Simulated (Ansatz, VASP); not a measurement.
## One calculation of Li2S, two programs

```
Li S
1.0
     0.00000    2.78721    2.78721
     2.78721    0.00000    2.78721
     2.78721    2.78721    0.00000
Li S
2 1
Direct
  0.25000 0.25000 0.25000
  0.75000 0.75000 0.75000
  0.00000 0.00000 0.00000
```

Alike in both runs: task single point; functional r2SCAN; k mesh 6 × 6 × 6; no spin polarisation.

|  | VASP | Ansatz |
| --- | --- | --- |
| version | VASP 6.6.1 | Ansatz 0.2.0 |
| potentials or method | VASP PAW PBE potentials, release 64 (Li_sv, S) | plane waves, PAW |
| plane-wave cutoff (eV) | 830 | 500 |
| occupations | gaussian, width 0.01 eV | fixed |
| valence electrons in the cell | 12 | 12 |

|  | VASP | Ansatz | Ansatz less VASP |
| --- | --- | --- | --- |
| gap on the k mesh at the Fermi level (eV) | 3.81 | 3.83 | +0.015 |
| pressure (GPa) | 2.8 | 3.0 | +0.13 |

VASP's potentials were made for PBE, not for r2SCAN.
